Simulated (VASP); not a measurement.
# Y2AlN3 (P-3m1) in VASP: notebook

Y2AlN3 is run at these levels: PBE; tasks: single point.

All numbers are computed with VASP 6.6.1; they aren't measurements. Logs are shortened: lines on timing, memory, paths and dates and some standing lists are left out, and cuts for length are marked.

### Step 1. The cell of the first run

Symmetry: P-3m1, No. 164, trigonal system. The conventional cell has a = 3.315 Å, b = 3.315 Å, c = 7.978 Å, α = 90.00°, β = 90.00°, γ = 120.00°. Within 3.5 Å of Y (site symmetry 3m) lie 6 N at 2.38 to 2.40 Å and 3 Al at 3.18 Å and 9 Y at 3.31 to 3.48 Å. Within 2.9 Å of Al (site symmetry -3m) lie 6 N at 2.22 Å. Within 3.0 Å of N (site symmetry 3m) lie 3 Al at 2.22 Å and 3 Y at 2.38 Å and 3 N at 2.94 Å. N (site symmetry -3m) has 6 Y at 2.40 Å and 12 N at 3.31 to 3.45 Å within 3.5 Å.

The cell was generated, and may not be a known phase.

### Step 2. Single point, PBE

INCAR

```
PREC = Accurate ; ENCUT = 520
EDIFF = 1E-7 ; ISMEAR = 0
SIGMA = 0.02 ; LREAL = F
LASPH = T ; NELM = 60
ALGO = Normal ; ISIF = 2
LWAVE = F ; LCHARG = F
GGA = PE ; NBANDS = 29
```

KPOINTS

```
regular mesh
0
Gamma
  12 12 6
```

POSCAR

```
Y2AlN3
1.0
    3.3149097012      0.0000000000      0.0000000000
   -1.6574548506      2.8707960125      0.0000000000
    0.0000000000      0.0000000000      7.9775796984
Y Al N
2 1 3
Direct
    0.3333333333      0.6666666667      0.6818569126
    0.6666666667      0.3333333333      0.3181430874
    0.0000000000      0.0000000000      0.0000000000
    0.3333333333      0.6666666667      0.1400806793
    0.6666666667      0.3333333333      0.8599193207
    0.0000000000      0.0000000000      0.5000000000
```

Potentials or basis: VASP PAW PBE potentials, release 64 (Y_sv, Al, N).

Run with:

```sh
cat potpaw_PBE.64/Y_sv/POTCAR potpaw_PBE.64/Al/POTCAR potpaw_PBE.64/N/POTCAR > POTCAR
mpirun -np 1 vasp_std > vasp.out
```

OUTCAR:

```text
PREC = Accurate
   ENCUT = 520
   EDIFF = 1E-7
   ISMEAR = 0
   LREAL = F
   LASPH = T
   NELM = 60
   ISIF = 2
   GGA = PE

 ion  position               nearest neighbor table
   1  0.333  0.667  0.682-   5 2.38   5 2.38   5 2.38   6 2.40   6 2.40   6 2.40   3 3.18   3 3.18
                             3 3.18   2 3.48   2 3.48   2 3.48
   2  0.667  0.333  0.318-   4 2.38   4 2.38   4 2.38   6 2.40   6 2.40   6 2.40   3 3.18   3 3.18
                             3 3.18   1 3.48   1 3.48   1 3.48
   3  0.000  0.000  0.000-   4 2.22   5 2.22   5 2.22   4 2.22   5 2.22   4 2.22   1 3.18   2 3.18
                             1 3.18   2 3.18   2 3.18   1 3.18
   4  0.333  0.667  0.140-   3 2.22   3 2.22   3 2.22   2 2.38   2 2.38   2 2.38
   5  0.667  0.333  0.860-   3 2.22   3 2.22   3 2.22   1 2.38   1 2.38   1 2.38
   6  0.000  0.000  0.500-   1 2.40   2 2.40   2 2.40   1 2.40   2 2.40   1 2.40

  LATTYP: Found a hexagonal cell.
 ALAT       =     3.3149097012
 C/A-ratio  =     2.4065752667

  Lattice vectors:

 A1 = (   3.3149097012,   0.0000000000,   0.0000000000)
 A2 = (  -1.6574548506,   2.8707960125,   0.0000000000)
 A3 = (   0.0000000000,   0.0000000000,   7.9775796984)

Analysis of symmetry for initial positions (statically):
=====================================================================
 Subroutine PRICEL returns:
 Original cell was already a primitive cell.

 Routine SETGRP: Setting up the symmetry group for a
 hexagonal supercell.

 Subroutine GETGRP returns: Found 12 space group operations
 (whereof 12 operations were pure point group operations)
 out of a pool of 24 trial point group operations.

The static configuration has the point symmetry D_3d.

Analysis of symmetry for dynamics (positions and initial velocities):
=====================================================================
 Subroutine PRICEL returns:
 Original cell was already a primitive cell.

 Routine SETGRP: Setting up the symmetry group for a
 hexagonal supercell.

 Subroutine GETGRP returns: Found 12 space group operations
 (whereof 12 operations were pure point group operations)
 out of a pool of 24 trial point group operations.

The dynamic configuration has the point symmetry D_3d.

 Subroutine INISYM returns: Found 12 space group operations
 (whereof 12 operations are pure point group operations),
 and found     1 'primitive' translations

----------------------------------------------------------------------------------------

[... 104 lines left out ...]
   IBRION =     -1    ionic relax: 0-MD 1-quasi-New 2-CG
   NFREE  =      0    steps in history (QN), initial steepest desc. (CG)
   ISIF   =      2    stress and relaxation
   ISYM   =      2    0-nonsym 1-usesym 2-fastsym
   POTIM  = 0.5000    time-step for ionic-motion
   TEBEG  =    0.0;   TEEND  =   0.0 temperature during run
   PSTRESS=    0.0 pullay stress
   NELECT =      40.0000    total number of electrons
   NUPDOWN=      -1.0000    fix difference up-down
   EMIN   =  10.00;   EMAX   =-10.00  energy-range for DOS
   EFERMI =   0.00;   METHOD = LEGACY
   ISMEAR =     0;   SIGMA  =   0.02  broadening in eV -4-tet -1-fermi 0-gaus
   EFERMI_NEDOS =   21; number of points for ismear=-14 and -15
   IALGO  =     38    algorithm
   IMIX   =      4    mixing-type and parameters
     AMIX     =   0.40;   BMIX     =  1.00
     AMIX_MAG =   1.60;   BMIX_MAG =  1.00
  volume/ion in A,a.u.               =      12.65        85.39
  Fermi-wavevector in a.u.,A,eV,Ry     =   1.322249  2.498687 23.787626  1.748341
  Thomas-Fermi vector in A             =   2.451943
   LORBIT       =      0    0 simple, 1 ext, 2 COOP (PROOUT), +10 PAW based schemes
   GGA     = PE    functional components
   LHFCALC =     F    Hartree Fock is set to
   AEXX    =    0.0000 exact exchange contribution
   IVDW    =     0    specifies the selected vdW correction
   LEPSILON=     F    determine dielectric tensor
   LRPA    =     F    only Hartree local field effects (RPA)
 non-spin polarized calculation
 Gauss-broadening in eV      SIGMA  =   0.02
  energy-cutoff  :      520.00
  volume of cell :       75.92
 maximum number of plane-waves:      2070
 NGX is ok and might be reduce to    28
   NGX = 13   NGY = 13   NGZ = 29

 number of electron      39.9999999 magnetization

 Free energy of the ion-electron system (eV)
  ---------------------------------------------------
  ext. energy  EPLUGINS =         0.00000000
  ---------------------------------------------------
  free energy    TOTEN  =       -49.80329669 eV

  energy without entropy =      -49.80329669  energy(sigma->0) =      -49.80329669

 E-fermi :   5.6386     XC(G=0): -11.4660

 val. band max:        5.5491632138   @ k =   0.0000   0.0000   0.0000
 cond. band min:       6.0549111463   @ k =   0.5000   0.0000   0.0000
 fundamental gap:      0.5057479326
 Fermi energy:         5.6385652383

 k-point     1 :       0.0000    0.0000    0.0000
  band No.  band energies     occupation
      1     -35.3918      2.00000
      2     -35.3331      2.00000
      3     -16.0871      2.00000
      4     -15.4491      2.00000
      5     -15.0135      2.00000
      6     -15.0135      2.00000
[... 757 lines left out ...]
     28      11.2705      0.00000
     29      12.0355      0.00000

 [... further k-points ...]

------------------------ aborting loop because EDIFF is reached ----------------------------------------

  FORCE on cell =-STRESS in cart. coord.  units (eV):
  Direction    XX          YY          ZZ          XY          YZ          ZX
  --------------------------------------------------------------------------------------
  -------------------------------------------------------------------------------------
  Total       -0.1055703     -0.1055703     -0.0950474      0.0000000      0.0000000      0.0000000
  in kB       -2.2279578     -2.2279578     -2.0058825      0.0000000      0.0000000      0.0000000
  external PRESSURE =      -2.1539327 kB  Pullay stress =       0.0000000 kB

 VOLUME and BASIS-vectors are now :
 -----------------------------------------------------------------------------
  energy-cutoff  :      520.00
  volume of cell :       75.92
      direct lattice vectors                 reciprocal lattice vectors
     3.314909701  0.000000000  0.000000000     0.301667342  0.174167721  0.000000000
    -1.657454851  2.870796013  0.000000000     0.000000000  0.348335443  0.000000000
     0.000000000  0.000000000  7.977579698     0.000000000  0.000000000  0.125351302

 POSITION                                       TOTAL-FORCE (eV/Angst)
 -----------------------------------------------------------------------------------
     -0.00000      1.91386      5.43957        -0.000000      0.000000     -0.001062
      1.65745      0.95693      2.53801         0.000000      0.000000      0.001062
      0.00000      0.00000      0.00000        -0.000000      0.000000      0.000000
     -0.00000      1.91386      1.11750         0.000000      0.000000      0.002572
      1.65745      0.95693      6.86007        -0.000000     -0.000000     -0.002572
      0.00000      0.00000      3.98879        -0.000000      0.000000      0.000000
 -----------------------------------------------------------------------------------
    total drift:                                0.000000     -0.000000     -0.000000

  FREE ENERGIE OF THE ION-ELECTRON SYSTEM (eV)
  ---------------------------------------------------
  free  energy   TOTEN  =       -49.8032966889 eV

  energy  without entropy=      -49.8032966889  energy(sigma->0) =      -49.80329669
```

OSZICAR:

```text
N       E                     dE             d eps       ncg     rms          rms(c)
DAV:   1     0.207929657578E+03    0.20793E+03   -0.20152E+04  5848   0.134E+03
DAV:   2    -0.411512193026E+02   -0.24908E+03   -0.24023E+03  7216   0.323E+02
DAV:   3    -0.576299599621E+02   -0.16479E+02   -0.16381E+02  8657   0.709E+01
DAV:   4    -0.584705197828E+02   -0.84056E+00   -0.83923E+00  8679   0.132E+01
DAV:   5    -0.584819933606E+02   -0.11474E-01   -0.11473E-01  7785   0.165E+00    0.503E+01
DAV:   6    -0.499246984285E+02    0.85573E+01   -0.49837E+01  7055   0.318E+01    0.507E+01
DAV:   7    -0.498847599622E+02    0.39938E-01   -0.33302E+00  7863   0.856E+00    0.381E+01
DAV:   8    -0.498784847436E+02    0.62752E-02   -0.14511E+00  7565   0.591E+00    0.822E+00
DAV:   9    -0.498020275903E+02    0.76457E-01   -0.40457E-01  6938   0.255E+00    0.765E-01
DAV:  10    -0.498033150285E+02   -0.12874E-02   -0.14238E-02  7452   0.659E-01    0.258E-01
DAV:  11    -0.498033004504E+02    0.14578E-04   -0.16031E-03  7982   0.191E-01    0.798E-02
DAV:  12    -0.498032987751E+02    0.16753E-05   -0.84506E-05  8090   0.549E-02    0.453E-02
DAV:  13    -0.498032961613E+02    0.26138E-05   -0.41446E-05  7943   0.352E-02    0.139E-02
DAV:  14    -0.498032967468E+02   -0.58547E-06   -0.36334E-06  7705   0.119E-02    0.500E-03
DAV:  15    -0.498032966889E+02    0.57837E-07   -0.50329E-07  6790   0.418E-03
   1 F= -.49803297E+02 E0= -.49803297E+02  d E =-.274128E-13
```

stdout:

```text
POSCAR found type information on POSCAR Y AlN
 POSCAR found :  3 types and       6 ions
 scaLAPACK will be used
 LDA part: xc-table for (Slater+PW92), standard interpolation
 POSCAR, INCAR and KPOINTS ok, starting setup
 FFT: planning ... GRIDC
 FFT: planning ... GRID_SOFT
 FFT: planning ... GRID
 WAVECAR not read
 entering main loop
```

Wall time 2.1 min (1 thread of Intel Xeon 6975P-C (Granite Rapids), shared host); peak memory 0.36 GiB.

What came out:

| Item | Value |
| --- | --- |
| Free energy | -49.8033 eV |
| Pressure | -0.2 GPa |
| Band gap on the k mesh | 0.51 eV (least direct gap 1.52 eV) |

Forces on the atoms (eV/Å):
```
Y    0.000  0.000 -0.001
Y    0.000  0.000  0.001
Al   0.000  0.000  0.000
N    0.000  0.000  0.003
N    0.000  0.000 -0.003
N    0.000  0.000  0.000
```

Levels at points of the mesh, in eV from the valence-band top:
```tsv
k point	band 16	band 17	band 18	band 19	band 20	band 21	band 22	band 23	band 24	band 25
(0.00, 0.00, 0.00)	-1.75	-1.75	-0.41	-0.41	0.00	2.49	3.41	3.64	3.64	3.71
(0.50, 0.00, 0.00)	-2.29	-1.45	-1.29	-1.16	-1.01	0.51	3.48	5.00	6.50	6.85
(0.00, 0.00, 0.50)	-1.43	-1.35	-1.35	-0.64	-0.64	2.89	3.74	3.83	3.83	4.25
(0.50, 0.00, 0.50)	-2.62	-2.36	-2.19	-0.91	-0.65	1.45	2.63	5.44	5.99	6.83
```

Caveat: semilocal functionals underestimate gaps, and a narrow one can read as zero.

### Step 3. Single point, PBE, collinear spin, ferromagnetic start

This run uses another cell than the first one, of 15.19 Å³/atom.

INCAR

```
SYSTEM = Y2AlN3
ALGO = Normal
EDIFF = 1E-6
ENCUT = 520
GGA = PE
ISIF = 2
ISMEAR = 0
ISPIN = 2
LASPH = .True.
LCHARG = .False.
LMAXMIX = 4
LORBIT = 11
LREAL = .False.
LWAVE = .False.
MAGMOM = 0 0 0 1 1 1
NBANDS = 33
NELM = 150
PREC = Accurate
SIGMA = 0.1
```

KPOINTS

```
k-points
0
Gamma
  6 6 4
  0 0 0
```

POSCAR

```
Y2AlN3
1.0
    5.0983092800      0.0000000000      0.0000000000
   -2.5491546400      4.4152653500      0.0000000000
    0.0000000000      0.0000000000      4.0475816900
Y Al N
2 1 3
Direct
    0.3333333300      0.6666666700      0.6422189100
    0.6666666700      0.3333333300      0.3577810900
    0.0000000000      0.0000000000      0.0000000000
    0.3333333300      0.6666666700      0.2023891300
    0.6666666700      0.3333333300      0.7976108700
    0.0000000000      0.0000000000      0.5000000000
```

Potentials or basis: VASP PAW PBE potentials, release 64 (Y_sv, Al, N).

Run with:

```sh
cat potpaw_PBE.64/Y_sv/POTCAR potpaw_PBE.64/Al/POTCAR potpaw_PBE.64/N/POTCAR > POTCAR
mpirun -np 1 vasp_std > vasp.out
```

It took 77 s on 1 thread of Intel Xeon 6975P-C (Granite Rapids), shared host; peak memory 0.32 GiB.

It converged, with:

```
Free energy                                           : -40.6261 eV
Pressure                                              : 12.4 GPa
Largest force                                         : 8.419 eV/Å
Net moment                                            : 0.09 μB per cell
Site moments                                          : Y +0.02; Al +0.01; N +0.02, +0.01 (each value once) μB
Valence electrons inside the program's atomic spheres : Y 10.76; Al 0.69; N 3.73, 3.57 (each value once)
```

Forces in eV/Å, atoms in the order of the input:
```
Y    0.000  0.000  8.419
Y    0.000  0.000 -8.419
Al   0.000  0.000  0.000
N    0.000  0.000 -7.077
N    0.000  0.000  7.077
N    0.000  0.000  0.000
```

Stress tensor (GPa, compression positive):
```
-4.77  0.00  0.00
 0.00 -4.77  0.00
 0.00  0.00 46.62
```

Levels at points of the mesh, in eV from the Fermi level:
Spin up:
```
           k point  band 16  band 17  band 18  band 19  band 20  band 21  band 22  band 23  band 24  band 25
(0.00, 0.00, 0.00)    -3.21    -2.44    -1.75    -1.75     0.19     0.44     1.79     1.79     1.95     2.01
(0.50, 0.00, 0.00)    -2.74    -2.17    -1.95    -1.33     0.01     0.10     0.89     1.31     2.54     3.10
(0.00, 0.00, 0.50)    -4.00    -3.98    -3.98    -2.71    -2.71     1.04     1.63     1.98     1.98     3.94
(0.50, 0.00, 0.50)    -4.00    -3.79    -3.70    -2.70    -2.34     1.34     1.70     1.93     2.25     2.85
```
Spin down:
| k point | band 18 | band 19 | band 20 | band 21 | band 22 | band 23 |
| --- | --- | --- | --- | --- | --- | --- |
| (0.00, 0.00, 0.00) | -1.74 | -1.74 | 0.25 | 0.50 | 1.80 | 1.80 |
| (0.50, 0.00, 0.00) | -1.93 | -1.31 | 0.06 | 0.16 | 0.91 | 1.33 |
| (0.00, 0.00, 0.50) | -3.95 | -2.70 | -2.70 | 1.05 | 1.67 | 2.01 |
| (0.50, 0.00, 0.50) | -3.68 | -2.69 | -2.33 | 1.35 | 1.73 | 1.95 |

Caveat: the k points lie up to 0.39 Å⁻¹ apart; forces of over 1 eV/Å act on the atoms, so gaps and moduli don't describe the material at rest.
